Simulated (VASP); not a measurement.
# Al (Fm-3m) in VASP: further runs

The runs below take Al through single point, relaxation of cell and atoms, with LDA.

Everything below comes from runs of VASP 6.6.1. Logs are shortened: lines on timing, memory, paths and dates and some standing lists are left out, and cuts for length are marked.

### 1 The cell of the first run

Symmetry: Fm-3m, No. 225, cubic system. Conventional cell: a = 3.984 Å, b = 3.984 Å, c = 3.984 Å, α = 90.00°, β = 90.00°, γ = 90.00°. Within 3.7 Å of Al (site symmetry m-3m) lie 12 Al at 2.82 Å.

### 2 Single point, LDA

Contents of INCAR:

```
SYSTEM = Al
PREC = Accurate ; ENCUT = 500
EDIFF = 1E-6 ; ISMEAR = -1
SIGMA = 0.05 ; LREAL = .FALSE.
LASPH = .TRUE. ; NELM = 120
ALGO = Normal ; ISIF = 2
LWAVE = .FALSE. ; LCHARG = .TRUE.
LELF = .TRUE. ; LVHAR = .TRUE.
NBANDS = 8 ; GGA_COMPAT = .FALSE.
```

Contents of KPOINTS:

```
regular mesh
0
G
  16 16 16
  0 0 0
```

Contents of POSCAR:

```
Al
1.0
    0.0000000000      1.9919676286      1.9919676286
    1.9919676286      0.0000000000      1.9919676286
    1.9919676286      1.9919676286      0.0000000000
Al
1
Direct
    0.0000000000      0.0000000000      0.0000000000
```

Potentials or basis: VASP PAW LDA potentials, release 64 (Al).

Command:

```
$ cat potpaw_LDA.64/Al/POTCAR > POTCAR
$ mpirun -np 1 vasp_std > vasp.out
```

OUTCAR:

```text
SYSTEM = Al
   PREC = Accurate
   ENCUT = 500
   EDIFF = 1E-6
   ISMEAR = -1
   LREAL = .FALSE.
   LASPH = .TRUE.
   NELM = 120
   ISIF = 2

 ion  position               nearest neighbor table
   1  0.000  0.000  0.000-

  LATTYP: Found a face centered cubic cell.
 ALAT       =     3.9839352572

  Lattice vectors:

 A1 = (   0.0000000000,   1.9919676286,   1.9919676286)
 A2 = (   1.9919676286,   0.0000000000,   1.9919676286)
 A3 = (   1.9919676286,   1.9919676286,   0.0000000000)

Analysis of symmetry for initial positions (statically):
=====================================================================
 Subroutine PRICEL returns:
 Original cell was already a primitive cell.

 Routine SETGRP: Setting up the symmetry group for a
 face centered cubic supercell.

 Subroutine GETGRP returns: Found 48 space group operations
 (whereof 48 operations were pure point group operations)
 out of a pool of 48 trial point group operations.

The static configuration has the point symmetry O_h .

Analysis of symmetry for dynamics (positions and initial velocities):
=====================================================================
 Subroutine PRICEL returns:
 Original cell was already a primitive cell.

 Routine SETGRP: Setting up the symmetry group for a
 face centered cubic supercell.

 Subroutine GETGRP returns: Found 48 space group operations
 (whereof 48 operations were pure point group operations)
 out of a pool of 48 trial point group operations.

The dynamic configuration has the point symmetry O_h .

 Subroutine INISYM returns: Found 48 space group operations
 (whereof 48 operations are pure point group operations),
 and found     1 'primitive' translations

----------------------------------------------------------------------------------------

                                     Primitive cell

  volume of cell :      15.8080

  direct lattice vectors                    reciprocal lattice vectors
     0.000000000  1.991967629  1.991967629    -0.251008095  0.251008095  0.251008095
     1.991967629  0.000000000  1.991967629     0.251008095 -0.251008095  0.251008095
     1.991967629  1.991967629  0.000000000     0.251008095  0.251008095 -0.251008095

  length of vectors
     2.817067636  2.817067636  2.817067636     0.434758774  0.434758774  0.434758774

  position of ions in fractional coordinates (direct lattice)
     0.000000000  0.000000000  0.000000000

  ion indices of the primitive-cell ions
   primitive index   ion index
                 1           1
[... 74 lines left out ...]
   EDIFFG = 0.1E-04   stopping-criterion for IOM
   NSW    =      0    number of steps for IOM
   IBRION =     -1    ionic relax: 0-MD 1-quasi-New 2-CG
   NFREE  =      0    steps in history (QN), initial steepest desc. (CG)
   ISIF   =      2    stress and relaxation
   ISYM   =      2    0-nonsym 1-usesym 2-fastsym
   POTIM  = 0.5000    time-step for ionic-motion
   TEBEG  =    0.0;   TEEND  =   0.0 temperature during run
   PSTRESS=    0.0 pullay stress
   NELECT =       3.0000    total number of electrons
   NUPDOWN=      -1.0000    fix difference up-down
   EMIN   =  10.00;   EMAX   =-10.00  energy-range for DOS
   EFERMI =   0.00;   METHOD = LEGACY
   ISMEAR =    -1;   SIGMA  =   0.05  broadening in eV -4-tet -1-fermi 0-gaus
   EFERMI_NEDOS =   21; number of points for ismear=-14 and -15
   IALGO  =     38    algorithm
   IMIX   =      4    mixing-type and parameters
     AMIX     =   0.40;   BMIX     =  1.00
     AMIX_MAG =   1.60;   BMIX_MAG =  1.00
  volume/ion in A,a.u.               =      15.81       106.68
  Fermi-wavevector in a.u.,A,eV,Ry     =   0.940783  1.777823 12.042154  0.885073
  Thomas-Fermi vector in A             =   2.068229
   LORBIT       =      0    0 simple, 1 ext, 2 COOP (PROOUT), +10 PAW based schemes
   GGA     = CA    functional components
   LHFCALC =     F    Hartree Fock is set to
   AEXX    =    0.0000 exact exchange contribution
   IVDW    =     0    specifies the selected vdW correction
   LEPSILON=     F    determine dielectric tensor
   LRPA    =     F    only Hartree local field effects (RPA)
 non-spin polarized calculation
  energy-cutoff  :      500.00
  volume of cell :       15.81
 maximum number of plane-waves:       415
 NGX is ok and might be reduce to    24
   NGX = 11   NGY = 11   NGZ = 11

 number of electron       3.0000000 magnetization

 Free energy of the ion-electron system (eV)
  ---------------------------------------------------
  ext. energy  EPLUGINS =         0.00000000
  ---------------------------------------------------
  free energy    TOTEN  =        -4.19840637 eV

  energy without entropy =       -4.19615691  energy(sigma->0) =       -4.19728164

 E-fermi :   8.2779     XC(G=0): -10.5032

 val. band max:        8.2362945986   @ k =  -0.2500   0.3125   0.1250
 cond. band min:       8.3670239729   @ k =   0.4375   0.4375   0.0000
 fundamental gap:      0.1307293743
 Fermi energy:         8.2778823572

 k-point     1 :       0.0000    0.0000    0.0000
  band No.  band energies     occupation
      1      -3.1555      2.00000
      2      21.0478      0.00000
      3      21.0478      0.00000
      4      21.0478      0.00000
      5      22.7013      0.00000
      6      22.7013      0.00000
      7      22.7013      0.00000
      8      25.1694      0.00000
[... 243 lines left out ...]
 k-point    24 :      -0.0625    0.0625    0.0000
  band No.  band energies     occupation
      1      -2.8650      2.00000
      2      18.1798      0.00000
      3      18.9572      0.00000
      4      21.3301      0.00000
      5      22.8780      0.00000
      6      23.7482      0.00000
      7      24.3497      0.00000
      8      25.9946      0.00000

 [... further k-points ...]

------------------------ aborting loop because EDIFF is reached ----------------------------------------

  FORCE on cell =-STRESS in cart. coord.  units (eV):
  Direction    XX          YY          ZZ          XY          YZ          ZX
  --------------------------------------------------------------------------------------
  -------------------------------------------------------------------------------------
  Total        0.0039022      0.0039022      0.0039022     -0.0000000     -0.0000000      0.0000000
  in kB        0.3954967      0.3954967      0.3954967     -0.0000000     -0.0000000      0.0000000
  external PRESSURE =       0.3954967 kB  Pullay stress =       0.0000000 kB

 VOLUME and BASIS-vectors are now :
 -----------------------------------------------------------------------------
  energy-cutoff  :      500.00
  volume of cell :       15.81
      direct lattice vectors                 reciprocal lattice vectors
     0.000000000  1.991967629  1.991967629    -0.251008095  0.251008095  0.251008095
     1.991967629  0.000000000  1.991967629     0.251008095 -0.251008095  0.251008095
     1.991967629  1.991967629  0.000000000     0.251008095  0.251008095 -0.251008095

 POSITION                                       TOTAL-FORCE (eV/Angst)
 -----------------------------------------------------------------------------------
      0.00000      0.00000      0.00000        -0.000000      0.000000      0.000000
 -----------------------------------------------------------------------------------
    total drift:                               -0.000000      0.000000      0.000000

  FREE ENERGIE OF THE ION-ELECTRON SYSTEM (eV)
  ---------------------------------------------------
  free  energy   TOTEN  =        -4.1984063720 eV

  energy  without entropy=       -4.1961569142  energy(sigma->0) =       -4.19728164
```

OSZICAR:

```text
N       E                     dE             d eps       ncg     rms          rms(c)
DAV:   1    -0.277136439471E+01   -0.27714E+01   -0.89374E+02  2360   0.202E+02
DAV:   2    -0.422160308439E+01   -0.14502E+01   -0.13972E+01  3352   0.188E+01
DAV:   3    -0.422821402910E+01   -0.66109E-02   -0.66097E-02  2816   0.141E+00
DAV:   4    -0.422822359618E+01   -0.95671E-05   -0.95671E-05  3736   0.539E-02
DAV:   5    -0.422822360272E+01   -0.65470E-08   -0.61948E-08  2960   0.790E-04    0.144E+00
DAV:   6    -0.421014906415E+01    0.18075E-01   -0.23784E-03  3096   0.193E-01    0.808E-01
DAV:   7    -0.419843107953E+01    0.11718E-01   -0.59810E-03  2984   0.302E-01    0.168E-01
DAV:   8    -0.419840658141E+01    0.24498E-04   -0.19032E-05  3432   0.279E-02    0.147E-02
DAV:   9    -0.419840637205E+01    0.20937E-06   -0.12848E-07  3232   0.175E-03
   1 F= -.41984064E+01 E0= -.41972816E+01  d E =-.224946E-02
```

stdout:

```text
POSCAR found type information on POSCAR Al
 POSCAR found :  1 types and       1 ions
 scaLAPACK will be used
 LDA part: xc-table for (Slater(with rela. corr.)+CA(PZ))
 , standard interpolation
 POSCAR, INCAR and KPOINTS ok, starting setup
 FFT: planning ... GRIDC
 FFT: planning ... GRID_SOFT
 FFT: planning ... GRID
 WAVECAR not read
 entering main loop
```

It took 8.1 s on 1 thread of Intel Xeon 6975P-C, shared host; peak memory 0.13 GiB.

Results:

```yaml
Free_energy: -4.1984 eV
Pressure: 0.0 GPa
```

### 3 Relaxation of cell and atoms, LDA

This run uses another cell than the first one, of 16.60 Å³/atom, 1.050 times its volume.

Contents of INCAR:

```
SYSTEM = Al
  PREC = Accurate
  ENCUT = 500
  EDIFF = 1E-7
  ISMEAR = -1
  SIGMA = 0.05
  LREAL = .FALSE.
  LASPH = .TRUE.
  NELM = 120
  ALGO = Normal
  ISIF = 3
  LWAVE = .FALSE.
  LCHARG = .FALSE.
  GGA = CA
  IBRION = 2
  NSW = 100
  EDIFFG = -0.002
  GGA_COMPAT = .FALSE.
  NELMIN = 4
```

KPOINTS is that of step 2.

Contents of POSCAR:

```
Al
1.0
    0.0000000000      2.0248050000      2.0248050000
    2.0248050000      0.0000000000      2.0248050000
    2.0248050000      2.0248050000      0.0000000000
Al
1
Direct
    0.0000000000      0.0000000000      0.0000000000
```

Potentials or basis: VASP PAW LDA potentials, release 64 (Al).

Command:

```
$ cat potpaw_LDA.64/Al/POTCAR > POTCAR
$ mpirun -np 1 vasp_std > vasp.out
```

Run time: 8.7 s. Hardware: 1 thread of Intel Xeon 6975P-C, shared host; peak memory 0.13 GiB.

Results (log left out):

| Item | Value |
| --- | --- |
| Free energy | -4.1984 eV |
| Relaxed volume | 15.81 Å³/atom |
| Relaxed cell | a = 2.817 Å, b = 2.817 Å, c = 2.817 Å, α = 60.00°, β = 60.00°, γ = 60.00° |
| Space group after relaxing (to 0.05 Å) | Fm-3m (No. 225) |
| Energy gained by relaxing | 9.5 meV/atom |
| Ionic steps | 3 |
| Pressure after relaxing | 0.0 GPa |

Step by step:
```tsv
step	energy change (eV)	largest force (eV/Å)	pressure (GPa)	volume (Å³)
1	0.0000	0.0000	-3.70	16.60
2	-0.0093	0.0000	0.64	15.70
3	-0.0095	0.0000	0.01	15.81
```

Final structure:
```cif
data_structure
_symmetry_space_group_name_H-M 'P 1'
_symmetry_Int_Tables_number 1
_cell_length_a 2.8174
_cell_length_b 2.8174
_cell_length_c 2.8174
_cell_angle_alpha 60.000
_cell_angle_beta 60.000
_cell_angle_gamma 60.000
_cell_volume 15.81
loop_
_atom_site_label
_atom_site_type_symbol
_atom_site_fract_x
_atom_site_fract_y
_atom_site_fract_z
_atom_site_occupancy
Al1 Al 0.00000 0.00000 0.00000 1
```

Levels at points of the mesh, in eV from the Fermi level:
| k point | band 1 | band 2 | band 3 | band 4 | band 5 |
| --- | --- | --- | --- | --- | --- |
| (0.00, 0.00, 0.00) | -11.43 | 12.77 | 12.77 | 12.77 | 14.42 |
| (0.50, 0.00, 0.00) | -4.75 | -4.49 | 11.60 | 11.60 | 11.66 |
| (0.50, 0.50, 0.00) | -3.04 | -1.66 | 5.27 | 5.70 | 5.70 |

LDA usually gives volumes a few per cent too small. Zero-point motion and thermal expansion aren't in these numbers.
